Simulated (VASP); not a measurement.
Wanted: the native input for a VASP 6.6.1 run.

- Task: single point
- Functional: PBE
- Potentials or basis: VASP PAW PBE potentials, release 64 (Ti_sv, B)
- Cutoff: 520 eV
- k mesh: 11 × 11 × 9
- Occupations: fermi-dirac, width 0.1 eV
- Spin: no spin polarisation
- Dipole correction: no
- Further INCAR settings: ALGO = Normal; EDIFF = 1e-06; NBANDS = 16

The structure of TiB2 lies in POSCAR:

```
TiB2
1.0
    3.1079154826      0.0000000000      0.0000000000
   -1.5539577413      2.6915336036      0.0000000000
    0.0000000000      0.0000000000      3.3122918078
Ti B
1 2
Direct
    0.0000000000      0.0000000000      0.0000000000
    0.3333333333      0.6666666667      0.5000000000
    0.6666666667      0.3333333333      0.5000000000
```

The input as run:

INCAR

```
SYSTEM = TiB2
ALGO = Normal ; EDIFF = 1E-6
ENCUT = 520 ; GGA = PE
ISIF = 2 ; ISMEAR = -1
LASPH = .True. ; LCHARG = .False.
LREAL = .False. ; LWAVE = .False.
NBANDS = 16 ; NELM = 60
PREC = Accurate ; SIGMA = 0.1
```

KPOINTS

```
k-points
0
Gamma
  11 11 9
  0 0 0
```

Potentials or basis: VASP PAW PBE potentials, release 64 (Ti_sv, B).

Launch:

```bash
$ cat potpaw_PBE.64/Ti_sv/POTCAR potpaw_PBE.64/B/POTCAR > POTCAR
$ mpirun -np 1 vasp_std > vasp.out
```

Results of the run:

* Pressure: -16.5 GPa
* Band gap on the k mesh: zero (band 9 reaches 9.33 eV, above the bottom of band 10 at 8.94 eV)

It took 25 s on 1 thread of Intel(R) Xeon(R) Platinum 8259CL CPU @ 2.50GHz (Skylake/Cascade Lake) (shared host), peak memory 0.16 GiB.
